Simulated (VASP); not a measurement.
# MgO (P6_3mc) in VASP: further runs

Runs on MgO. Level: PBE. Tasks: single point.

Everything below comes from runs of VASP 6.6.1. Logs are shortened: lines on timing, memory, paths and dates and some standing lists are left out, and cuts for length are marked.

### Step 1. The cell of the first run

Symmetry: P6_3mc, No. 186, hexagonal system. The conventional cell has a = 3.245 Å, b = 3.245 Å, c = 5.347 Å, α = 90.00°, β = 90.00°, γ = 120.00°. Mg (site symmetry 3m) has 4 O at 1.92 to 2.25 Å within 2.5 Å. Within 2.5 Å of O (site symmetry 3m) lie 4 Mg at 1.92 to 2.25 Å.

### Step 2. Single point, PBE (c/a of the conventional cell at fixed volume 1.6478)

File INCAR:

```
SYSTEM = MgO
ALGO     = Normal         ! electronic algorithm
EDIFF    = 1E-7           ! SCF threshold, eV
ENCUT    = 520            ! plane-wave cutoff, eV
GGA      = PE             ! functional
ISIF     = 2              ! what is computed and relaxed
ISMEAR   = 0              ! smearing method
LASPH    = .True.         ! aspherical terms in the spheres
LCHARG   = .True.         ! write CHGCAR
LELF     = .True.         ! ELF
LREAL    = .False.        ! projectors in reciprocal space
LVHAR    = .True.       
LWAVE    = .False.        ! write WAVECAR
NBANDS   = 16             ! bands
NELM     = 60             ! most SCF steps
PREC     = Accurate       ! precision mode
SIGMA    = 0.05           ! smearing width, eV
```

File KPOINTS:

```
k-points
0
Gamma
  9 9 6
  0 0 0
```

File POSCAR:

```
MgO
1.0
    3.2447370978      0.0000000000      0.0000000000
   -1.6223685489      2.8100247553      0.0000000000
    0.0000000000      0.0000000000      5.3466777897
Mg O
2 2
Direct
    0.3333333333      0.6666666667     -0.0229692219
    0.6666666667      0.3333333333      0.4770307781
    0.3333333333      0.6666666667      0.3982811987
    0.6666666667      0.3333333333      0.8982811987
```

Potentials or basis: VASP PAW PBE potentials, release 64 (Mg, O).

The run is started by

```sh
$ cat potpaw_PBE.64/Mg/POTCAR potpaw_PBE.64/O/POTCAR > POTCAR
$ mpirun -np 1 vasp_std > vasp.out
```

OUTCAR:

```text
SYSTEM = MgO
   EDIFF = 1E-7
   ENCUT = 520
   GGA = PE
   ISIF = 2
   ISMEAR = 0
   LASPH = .True.
   LREAL = .False.
   NELM = 60
   PREC = Accurate

 ion  position               nearest neighbor table
   1  0.333  0.667  0.977-   4 1.92   4 1.92   4 1.92   3 2.25   2 3.26   2 3.26   2 3.26   2 3.26
                             2 3.26   2 3.26
   2  0.667  0.333  0.477-   3 1.92   3 1.92   3 1.92   4 2.25   1 3.26   1 3.26   1 3.26   1 3.26
                             1 3.26   1 3.26
   3  0.333  0.667  0.398-   2 1.92   2 1.92   2 1.92   1 2.25
   4  0.667  0.333  0.898-   1 1.92   1 1.92   1 1.92   2 2.25

  LATTYP: Found a hexagonal cell.
 ALAT       =     3.2447370978
 C/A-ratio  =     1.6478000000

  Lattice vectors:

 A1 = (   3.2447370978,   0.0000000000,   0.0000000000)
 A2 = (  -1.6223685489,   2.8100247553,   0.0000000000)
 A3 = (   0.0000000000,   0.0000000000,   5.3466777897)

Analysis of symmetry for initial positions (statically):
=====================================================================
 Subroutine PRICEL returns:
 Original cell was already a primitive cell.

 Routine SETGRP: Setting up the symmetry group for a
 hexagonal supercell.

 Subroutine GETGRP returns: Found 12 space group operations
 (whereof  6 operations were pure point group operations)
 out of a pool of 24 trial point group operations.

The static configuration has the point symmetry C_3v.
 The point group associated with its full space group is C_6v.

Analysis of symmetry for dynamics (positions and initial velocities):
=====================================================================
 Subroutine PRICEL returns:
 Original cell was already a primitive cell.

 Routine SETGRP: Setting up the symmetry group for a
 hexagonal supercell.

 Subroutine GETGRP returns: Found 12 space group operations
 (whereof  6 operations were pure point group operations)
 out of a pool of 24 trial point group operations.

The dynamic configuration has the point symmetry C_3v.
 The point group associated with its full space group is C_6v.

 Subroutine INISYM returns: Found 12 space group operations
 (whereof  6 operations are pure point group operations),
 and found     1 'primitive' translations

----------------------------------------------------------------------------------------

                                     Primitive cell

  volume of cell :      48.7499

  direct lattice vectors                    reciprocal lattice vectors
     3.244737098  0.000000000  0.000000000     0.308191379  0.177934376  0.000000000
[... 95 lines left out ...]
   NFREE  =      0    steps in history (QN), initial steepest desc. (CG)
   ISIF   =      2    stress and relaxation
   ISYM   =      2    0-nonsym 1-usesym 2-fastsym
   POTIM  = 0.5000    time-step for ionic-motion
   TEBEG  =    0.0;   TEEND  =   0.0 temperature during run
   PSTRESS=    0.0 pullay stress
   NELECT =      16.0000    total number of electrons
   NUPDOWN=      -1.0000    fix difference up-down
   EMIN   =  10.00;   EMAX   =-10.00  energy-range for DOS
   EFERMI =   0.00;   METHOD = LEGACY
   ISMEAR =     0;   SIGMA  =   0.05  broadening in eV -4-tet -1-fermi 0-gaus
   EFERMI_NEDOS =   21; number of points for ismear=-14 and -15
   IALGO  =     38    algorithm
   IMIX   =      4    mixing-type and parameters
     AMIX     =   0.40;   BMIX     =  1.00
     AMIX_MAG =   1.60;   BMIX_MAG =  1.00
  volume/ion in A,a.u.               =      12.19        82.25
  Fermi-wavevector in a.u.,A,eV,Ry     =   1.129250  2.133974 17.350238  1.275207
  Thomas-Fermi vector in A             =   2.265943
   LORBIT       =      0    0 simple, 1 ext, 2 COOP (PROOUT), +10 PAW based schemes
   GGA     = PE    functional components
   LHFCALC =     F    Hartree Fock is set to
   AEXX    =    0.0000 exact exchange contribution
   IVDW    =     0    specifies the selected vdW correction
   LEPSILON=     F    determine dielectric tensor
   LRPA    =     F    only Hartree local field effects (RPA)
 non-spin polarized calculation
 Gauss-broadening in eV      SIGMA  =   0.05
  energy-cutoff  :      520.00
  volume of cell :       48.75
 maximum number of plane-waves:      1338
   NGX = 13   NGY = 13   NGZ = 19

 number of electron      16.0000008 magnetization

 Free energy of the ion-electron system (eV)
  ---------------------------------------------------
  ext. energy  EPLUGINS =         0.00000000
  ---------------------------------------------------
  free energy    TOTEN  =       -23.23371975 eV

  energy without entropy =      -23.23371975  energy(sigma->0) =      -23.23371975

 E-fermi :   1.1839     XC(G=0):  -9.5912

 val. band max:        0.9512174965   @ k =   0.0000   0.0000   0.0000
 cond. band min:       4.2214089098   @ k =   0.0000   0.0000   0.0000
 fundamental gap:      3.2701914132
 Fermi energy:         1.1839280499

 k-point     1 :       0.0000    0.0000    0.0000
  band No.  band energies     occupation
      1     -15.2262      2.00000
      2     -14.6149      2.00000
      3      -2.2869      2.00000
      4       0.2583      2.00000
      5       0.2583      2.00000
      6       0.4859      2.00000
[... 433 lines left out ...]
      3      -1.6303      2.00000
      4      -1.1473      2.00000
      5      -1.1473      2.00000
      6      -0.6435      2.00000
[... 8 lines left out ...]
     15      13.9642      0.00000
     16      18.5540      0.00000

 [... further k-points ...]

------------------------ aborting loop because EDIFF is reached ----------------------------------------

  FORCE on cell =-STRESS in cart. coord.  units (eV):
  Direction    XX          YY          ZZ          XY          YZ          ZX
  --------------------------------------------------------------------------------------
  -------------------------------------------------------------------------------------
  Total        2.9799610      2.9799610     -2.8459480      0.0000000      0.0000000      0.0000000
  in kB       97.9371553     97.9371553    -93.5327845      0.0000000      0.0000000      0.0000000
  external PRESSURE =      34.1138420 kB  Pullay stress =       0.0000000 kB

 VOLUME and BASIS-vectors are now :
 -----------------------------------------------------------------------------
  energy-cutoff  :      520.00
  volume of cell :       48.75
      direct lattice vectors                 reciprocal lattice vectors
     3.244737098  0.000000000  0.000000000     0.308191379  0.177934376  0.000000000
    -1.622368549  2.810024755  0.000000000     0.000000000  0.355868751  0.000000000
     0.000000000  0.000000000  5.346677790     0.000000000  0.000000000  0.187032030

 POSITION                                       TOTAL-FORCE (eV/Angst)
 -----------------------------------------------------------------------------------
     -0.00000      1.87335      5.22387        -0.000000      0.000000      0.855545
      1.62237      0.93667      2.55053         0.000000      0.000000      0.855545
     -0.00000      1.87335      2.12948        -0.000000     -0.000000     -0.855545
      1.62237      0.93667      4.80282         0.000000     -0.000000     -0.855545
 -----------------------------------------------------------------------------------
    total drift:                               -0.000000      0.000000     -0.000954

  FREE ENERGIE OF THE ION-ELECTRON SYSTEM (eV)
  ---------------------------------------------------
  free  energy   TOTEN  =       -23.2337197523 eV

  energy  without entropy=      -23.2337197523  energy(sigma->0) =      -23.23371975
```

OSZICAR:

```text
N       E                     dE             d eps       ncg     rms          rms(c)
DAV:   1     0.624577550807E+02    0.62458E+02   -0.74915E+03  1544   0.880E+02
DAV:   2    -0.234068840023E+02   -0.85865E+02   -0.78798E+02  2064   0.196E+02
DAV:   3    -0.276668577842E+02   -0.42600E+01   -0.42491E+01  1808   0.455E+01
DAV:   4    -0.276850522103E+02   -0.18194E-01   -0.18194E-01  1880   0.351E+00
DAV:   5    -0.276851445097E+02   -0.92299E-04   -0.92299E-04  1816   0.236E-01    0.119E+01
DAV:   6    -0.233003138426E+02    0.43848E+01   -0.13048E+01  1536   0.267E+01    0.402E+00
DAV:   7    -0.232424280297E+02    0.57886E-01   -0.18564E-01  1536   0.343E+00    0.224E+00
DAV:   8    -0.232351499355E+02    0.72781E-02   -0.10276E-01  1600   0.346E+00    0.494E-01
DAV:   9    -0.232327482883E+02    0.24016E-02   -0.40701E-03  1936   0.573E-01    0.143E-01
DAV:  10    -0.232336936028E+02   -0.94531E-03   -0.11429E-03  1584   0.224E-01    0.214E-02
DAV:  11    -0.232337133811E+02   -0.19778E-04   -0.21534E-05  1840   0.349E-02    0.110E-02
DAV:  12    -0.232337196318E+02   -0.62507E-05   -0.71704E-06  1568   0.197E-02    0.679E-03
DAV:  13    -0.232337198238E+02   -0.19209E-06   -0.10340E-06  1632   0.876E-03    0.254E-03
DAV:  14    -0.232337197523E+02    0.71584E-07   -0.13319E-07  1520   0.300E-03
   1 F= -.23233720E+02 E0= -.23233720E+02  d E =-.233193E-13
```

stdout:

```text
POSCAR found type information on POSCAR MgO
 POSCAR found :  2 types and       4 ions
 scaLAPACK will be used
 LDA part: xc-table for (Slater+PW92), standard interpolation
 POSCAR, INCAR and KPOINTS ok, starting setup
 FFT: planning ... GRIDC
 FFT: planning ... GRID_SOFT
 FFT: planning ... GRID
 WAVECAR not read
 entering main loop
```

Wall time 20 s (1 thread of Intel Xeon 6975P-C (Granite Rapids), shared host); peak memory 0.17 GiB.

Results:

```yaml
Free_energy: -23.2337 eV
Pressure: 3.4 GPa
Largest_force: 0.856 eV/Å
Band_gap_on_the_k_mesh: 3.27 eV, direct
```

Forces in eV/Å, atoms in the order of the input:
```
Mg   0.000  0.000  0.856
Mg   0.000  0.000  0.856
O    0.000  0.000 -0.856
O    0.000  0.000 -0.856
```

 A k mesh can miss the band edges.

### Step 3. Single point, PBE (c/a of the conventional cell at fixed volume 1.4418)

File INCAR:

```
SYSTEM = MgO
ALGO = Normal ; EDIFF = 1E-6
ENCUT = 520 ; GGA = PE
ISIF = 2 ; ISMEAR = 0
LASPH = .TRUE. ; LCHARG = .FALSE.
LREAL = .FALSE. ; LWAVE = .FALSE.
NBANDS = 16 ; NELM = 100
PREC = Accurate ; SIGMA = 0.05
```

File KPOINTS:

```
k-points
0
G
  9 9 6
  0 0 0
```

File POSCAR:

```
MgO
1.0
    3.3924438902      0.0000000000      0.0000000000
   -1.6962219451      2.9379425898      0.0000000000
    0.0000000000      0.0000000000      4.8912256008
Mg O
2 2
Direct
    0.3333333333      0.6666666667     -0.0034438731
    0.6666666667      0.3333333333      0.4965561269
    0.3333333333      0.6666666667      0.3982811987
    0.6666666667      0.3333333333      0.8982811987
```

Potentials or basis: VASP PAW PBE potentials, release 64 (Mg, O).

The run is started by

```sh
$ cat potpaw_PBE.64/Mg/POTCAR potpaw_PBE.64/O/POTCAR > POTCAR
$ mpirun -np 1 vasp_std > vasp.out
```

Wall time 28 s (1 thread of Intel Xeon 6975P-C (Granite Rapids), shared host); peak memory 0.18 GiB.

The run converged. Its results:

| Property | Result |
| --- | --- |
| Free energy | -23.4943 eV |
| Pressure | -1.3 GPa |
| Largest force | 0.367 eV/Å |
| Band gap on the k mesh | 3.22 eV, direct |

Forces in eV/Å, atoms in the order of the input:
```
Mg   0.000  0.000 -0.367
Mg   0.000  0.000 -0.367
O    0.000  0.000  0.367
O    0.000  0.000  0.367
```

Stress tensor (GPa, compression positive):
```
-3.89  0.00  0.00
 0.00 -3.89  0.00
 0.00  0.00  4.03
```

Levels at points of the mesh, in eV from the valence-band top:
```csv
k point,band 4,band 5,band 6,band 7,band 8,band 9,band 10,band 11,band 12,band 13
"(0.00, 0.00, 0.00)",-0.91,-0.91,-0.50,-0.50,0.00,3.22,8.18,10.31,13.40,13.40
"(0.00, 0.00, 0.50)",-1.99,-0.71,-0.71,-0.71,-0.71,5.75,5.75,13.19,13.19,13.87
```

### Step 4. Single point, PBE (c/a of the conventional cell at fixed volume 1.8538)

File INCAR:

```
SYSTEM = MgO
ALGO = Normal
EDIFF = 1E-7
ENCUT = 520
GGA = PE
ISIF = 2
ISMEAR = 0
LASPH = .True.
LCHARG = .False.
LREAL = .False.
LWAVE = .False.
NBANDS = 16
NELM = 100
PREC = Accurate
SIGMA = 0.05
```

File KPOINTS:

```
k-points
0
Gamma
  9 9 6
  0 0 0
```

File POSCAR:

```
MgO
1.0
    3.1197997655      0.0000000000      0.0000000000
   -1.5598998828      2.7018258517      0.0000000000
    0.0000000000      0.0000000000      5.7834848054
Mg O
2 2
Direct
    0.3333333333      0.6666666667     -0.0034438731
    0.6666666667      0.3333333333      0.4965561269
    0.3333333333      0.6666666667      0.3982811987
    0.6666666667      0.3333333333      0.8982811987
```

The run is started by

```sh
$ cat potpaw_PBE.64/Mg/POTCAR potpaw_PBE.64/O/POTCAR > POTCAR
$ mpirun -np 1 vasp_std > vasp.out
```

Run time: 25 s. Hardware: 1 thread of Intel Xeon 6975P-C (Granite Rapids), shared host; peak memory 0.18 GiB.

It converged, with:

```
Free energy            : -22.8276 eV
Pressure               : 8.2 GPa
Largest force          : 1.026 eV/Å
Band gap on the k mesh : 3.42 eV, direct
```

Forces in eV/Å, atoms in the order of the input:
```
Mg   0.000  0.000  1.026
Mg   0.000  0.000  1.026
O    0.000  0.000 -1.026
O    0.000  0.000 -1.026
```

Stress tensor (GPa, compression positive):
```
 19.16   0.00   0.00
  0.00  19.16   0.00
  0.00   0.00 -13.85
```

Levels at points of the mesh, in eV from the valence-band top:
| k point | band 5 | band 6 | band 7 | band 8 | band 9 | band 10 | band 11 | band 12 |
| --- | --- | --- | --- | --- | --- | --- | --- | --- |
| (0.00, 0.00, 0.00) | -0.11 | -0.11 | 0.00 | 0.00 | 3.42 | 8.95 | 9.17 | 14.62 |
| (0.00, 0.00, 0.50) | -0.06 | -0.06 | -0.06 | -0.06 | 5.84 | 5.84 | 12.12 | 12.12 |

Caveat: forces of over 1 eV/Å act on the atoms, so gaps and moduli don't describe the material at rest.

### Step 5. Single point, PBE (c/a of the conventional cell at fixed volume 1.8538)

File INCAR:

```
  PREC = Accurate
  ENCUT = 520
  EDIFF = 1E-6
  ISMEAR = 0
  SIGMA = 0.05
  LREAL = False
  LASPH = True
  NELM = 100
  ALGO = Normal
  ISIF = 2
  LWAVE = False
  LCHARG = False
  GGA = PE
  NBANDS = 16
```

File KPOINTS:

```
Automatic mesh
0
Gamma
  9 9 6
```

Edit POSCAR of step 4 so:

```diff
@@ -8,4 +8,4 @@
 Direct
-    0.3333333333      0.6666666667     -0.0034438731
-    0.6666666667      0.3333333333      0.4965561269
+    0.3333333333      0.6666666667      0.0160814757
+    0.6666666667      0.3333333333      0.5160814757
     0.3333333333      0.6666666667      0.3982811987
```

The run is started by

```sh
$ cat potpaw_PBE.64/Mg/POTCAR potpaw_PBE.64/O/POTCAR > POTCAR
$ mpirun -np 1 vasp_std > vasp.out
```

Wall time 27 s (1 thread of Intel Xeon 6975P-C (Granite Rapids), shared host); peak memory 0.17 GiB.

The run converged. Its results:

```yaml
Free_energy: -23.0267 eV
Pressure: 3.9 GPa
Largest_force: 0.701 eV/Å
Band_gap_on_the_k_mesh: 3.26 eV, direct
```

Forces in eV/Å, atoms in the order of the input:
```
Mg   0.000  0.000  0.701
Mg   0.000  0.000  0.701
O    0.000  0.000 -0.701
O    0.000  0.000 -0.701
```

Stress tensor (GPa, compression positive):
```
 14.00   0.00   0.00
  0.00  14.00   0.00
  0.00   0.00 -16.26
```

Levels at points of the mesh, in eV from the valence-band top:
```csv
k point,band 6,band 7,band 8,band 9,band 10,band 11
"(0.00, 0.00, 0.00)",-0.11,0.00,0.00,3.26,8.71,8.98
"(0.00, 0.00, 0.50)",-0.05,-0.05,-0.05,5.64,5.64,11.91
```

 A k mesh can miss the band edges.

(Part 1 of 2 ends here.)
